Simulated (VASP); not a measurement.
# GaN: single point with PBEsol

The system is GaN.

```
Ga N
1.0
     0.00000    2.22304    2.22304
     2.22304    0.00000    2.22304
     2.22304    2.22304    0.00000
Ga N
1 1
Cartesian
  0.0000 0.0000 0.0000
  1.1115 1.1115 1.1115
```

This cell differs from its parent crystal: volume scaled by 0.96.

```
Program                : VASP 6.6.1
Task                   : single point
Functional             : PBEsol
Potentials or basis    : VASP PAW PBE potentials, release 64 (Ga_d, N)
Cutoff                 : 520 eV
k mesh                 : 10 × 10 × 10
Occupations            : fermi-dirac, width 0.05 eV
Spin                   : no spin polarisation
Dipole correction      : no
Further INCAR settings : ALGO = Normal; EDIFF = 1e-06; NBANDS = 16
```

```yaml
Pressure: 6.8 GPa
Band_gap_on_the_k_mesh: 1.94 eV, direct
```

Levels at points of the mesh, in eV from the valence-band top:
```
           k point  band 7  band 8  band 9  band 10  band 11  band 12
(0.00, 0.00, 0.00)    0.00    0.00    0.00     1.94    10.46    10.46
(0.50, 0.00, 0.00)   -7.39   -1.03   -1.03     4.84     8.83    10.47
(0.50, 0.50, 0.00)   -6.35   -2.88   -2.88     3.23     6.79    11.87
```

Run time: 19 s on 1 thread of AMD EPYC 7R43 64-Core Processor (Zen 3) (shared host), peak memory 0.11 GiB.

Caveat: the PAW data sets were made with another functional, which shifts forces and pressure a little.
